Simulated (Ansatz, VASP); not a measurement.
## Two plane-wave programs on C

```xyz
2
Lattice="0.0000 1.7660 1.7660 1.7660 0.0000 1.7660 1.7660 1.7660 0.0000" Properties=species:S:1:pos:R:3 pbc="T T T"
C     1.7660    1.7660    1.7660
C     2.6491    2.6491    2.6491
```

Alike in both runs: functional LDA; k mesh 10 × 10 × 10; occupations gaussian, width 0.1 eV; no spin polarisation.

Ansatz relaxed the structure, and its values are those at the end. VASP's run is a single point on that final structure, the one shown.

```csv
,VASP,Ansatz
version,VASP 6.6.1,Ansatz 0.2.0
potentials or method,"VASP PAW LDA potentials, release 64 (C_h), cutoff 1300 eV","scalar-relativistic, plane waves, PAW"
valence electrons in the cell,8,8
```

VASP gave:

* gap on the k mesh at the Fermi level (eV): 4.20
* least direct gap on the mesh (eV): 5.63
* pressure (GPa): 0.8

Q: Which values does Ansatz return?

A: gap on the k mesh at the Fermi level (eV): 4.21; least direct gap on the mesh (eV): 5.62; pressure (GPa): -0.1.

LDA's correlation is that of Perdew and Zunger in VASP and of Perdew and Wang (1992) in Ansatz.
